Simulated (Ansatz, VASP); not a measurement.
**Ge2H: VASP beside Ansatz**

```
Ge H
1.0
     8.06015    0.00000    0.00000
    -4.03007    6.98029    0.00000
     0.00000    0.00000   26.32318
Ge H
16 8
Direct
  0.66667 0.33333 0.36204
  0.66667 0.83333 0.36204
  0.16667 0.33333 0.36204
  0.16667 0.83333 0.36204
  0.50000 0.50000 0.39329
  0.50000 0.00000 0.39329
  0.00000 0.50000 0.39329
  0.00000 0.00000 0.39329
  0.99987 0.50013 0.48630
  0.99987 0.99974 0.48630
  0.50026 0.50013 0.48630
  0.50000 0.00000 0.48635
  0.83333 0.66667 0.51634
  0.83347 0.16674 0.51617
  0.33326 0.66653 0.51617
  0.33326 0.16674 0.51617
  0.66661 0.33322 0.30299
  0.66661 0.83339 0.30299
  0.16667 0.33333 0.30299
  0.16678 0.83339 0.30299
  0.83333 0.66667 0.57531
  0.83349 0.16675 0.57529
  0.33325 0.66651 0.57529
  0.33325 0.16675 0.57529
```

Alike in both runs: task single point; functional PBE; dispersion D3(BJ); k mesh 3 × 3 × 1; occupations gaussian, width 0.1 eV; no spin polarisation.

```csv
,VASP,Ansatz
version,VASP 6.6.1,Ansatz 0.2.0
potentials or method,"VASP PAW PBE potentials, release 64 (Ge_d, H), cutoff 410 eV","scalar-relativistic, plane waves, PAW"
valence electrons in the cell,232,232
```

```csv
,VASP,Ansatz,Ansatz less VASP
gap on the k mesh at the Fermi level (eV),0.69,0.68,-0.005
least direct gap on the mesh (eV),0.69,0.68,-0.005
rms of the force components (eV/Å),0.077,0.079,+0.0025
```

Atom by atom the forces differ by 0.009 eV/Å (rms over components).
